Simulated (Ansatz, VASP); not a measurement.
**One calculation of Be2C, two programs**

```
CELL_PARAMETERS angstrom
0.00000 2.24140 2.24140
2.24140 0.00000 2.24140
2.24140 2.24140 0.00000
ATOMIC_POSITIONS crystal
Be 0.25000 0.25000 0.25000
Be 0.75000 0.75000 0.75000
C 0.00000 0.00000 0.00000
```

Alike in both runs: task single point; functional PBE; k mesh 12 × 12 × 12; occupations gaussian, width 0.02 eV; no spin polarisation.

|  | VASP | Ansatz |
| --- | --- | --- |
| version | VASP 6.6.1 | Ansatz 0.2.0 |
| potentials or method | VASP PAW PBE potentials, release 64 (Be, C), cutoff 600 eV | scalar-relativistic, plane waves, PAW |
| valence electrons in the cell | 8 | 8 |

Ansatz gave:

- gap on the k mesh at the Fermi level (eV): 1.12
- least direct gap on the mesh (eV): 3.94
- pressure (GPa): -17.6

Q: What did VASP give for the same quantities?

A: gap on the k mesh at the Fermi level (eV): 1.11; least direct gap on the mesh (eV): 3.93; pressure (GPa): -17.4.
